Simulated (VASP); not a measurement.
Here is a VASP 6.6.1 calculation.

Contents of INCAR:

```
  ALGO = Normal
  EDIFF = 1E-6
  ENCUT = 520
  GGA = CA
  ISIF = 2
  ISMEAR = 1
  LASPH = True
  LCHARG = False
  LREAL = False
  LWAVE = False
  NBANDS = 9
  NELM = 80
  PREC = Accurate
  SIGMA = 0.1
```

KPOINTS

```
k-points
0
Gamma
  8 8 8
```

POSCAR

```
LiH
1.0
    0.0000000000      1.9809202918      1.9809202918
    1.9809202918      0.0000000000      1.9809202918
    1.9809202918      1.9809202918      0.0000000000
Li H
1 1
Direct
    0.0000000000      0.0000000000      0.0000000000
    0.5000000000      0.5000000000      0.5000000000
```

Potentials or basis: VASP PAW LDA potentials, release 64 (Li_sv, H).

Command:

```sh
$ cat potpaw_LDA.64/Li_sv/POTCAR potpaw_LDA.64/H/POTCAR > POTCAR
$ mpirun -np 1 vasp_std > vasp.out
```

(1) Estimate the band gap on the k mesh.

## Answers

(1) 2.57 eV, direct.
